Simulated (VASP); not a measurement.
Wanted: the native input for a VASP 6.6.1 run.

* Task: relaxation of cell and atoms
* Functional: PBE
* Potentials or basis: VASP PAW PBE potentials, release 64 (Ga_d, N)
* Cutoff: 600 eV
* k mesh: 16 × 16 × 16
* Occupations: fermi-dirac, width 0.1 eV
* Spin: no spin polarisation
* Target pressure: 170 GPa
* Dipole correction: no
* Further INCAR settings: ALGO = Normal; EDIFF = 1e-07; IBRION = 2; EDIFFG = -0.005; NSW = 32; ISIF = 3

The structure of GaN (CsCl type) lies in POSCAR:

```
GaN
1.0
    2.3772065759      0.0000000000      0.0000000000
    0.0000000000      2.3772065759      0.0000000000
    0.0000000000      0.0000000000      2.3772065759
Ga N
1 1
Direct
    0.0000000000      0.0000000000      0.0000000000
    0.5000000000      0.5000000000      0.5000000000
```

The input as run:

INCAR

```
SYSTEM = GaN
ALGO = Normal ; EDIFF = 1E-7
EDIFFG = -0.005 ; ENCUT = 600
GGA = PE ; IBRION = 2
ISIF = 3 ; ISMEAR = -1
LASPH = .TRUE. ; LCHARG = .FALSE.
LREAL = .FALSE. ; LWAVE = .FALSE.
NELM = 100 ; NSW = 32
PREC = Accurate ; PSTRESS = 1700.0
SIGMA = 0.1
```

KPOINTS

```
k-points
0
G
  16 16 16
  0 0 0
```

Potentials or basis: VASP PAW PBE potentials, release 64 (Ga_d, N).

The run is started by

```sh
$ cat potpaw_PBE.64/Ga_d/POTCAR potpaw_PBE.64/N/POTCAR > POTCAR
$ mpirun -np 1 vasp_std > vasp.out
```

It gave:

```json
{
 "Relaxed volume": "6.74 Å³/atom",
 "Relaxed cell": "a = 2.380 Å, b = 2.380 Å, c = 2.380 Å, α = 90.00°, β = 90.00°, γ = 90.00°",
 "Space group after relaxing (to 0.05 Å)": "Pm-3m (No. 221)",
 "Energy change on relaxing (the enthalpy is what falls)": "-25.0 meV/atom",
 "Ionic steps": "3",
 "Pressure after relaxing": "170.1 GPa",
 "Band gap on the k mesh": "zero (band 9 reaches 14.55 eV, above the bottom of band 10 at 12.90 eV)"
}
```

Caveat: the cell is relaxed towards a set pressure, so the enthalpy falls and the energy may rise.

Run time: 79 s on 1 thread of AMD EPYC 7R43 64-Core Processor (Zen 3) (shared host), peak memory 0.12 GiB.
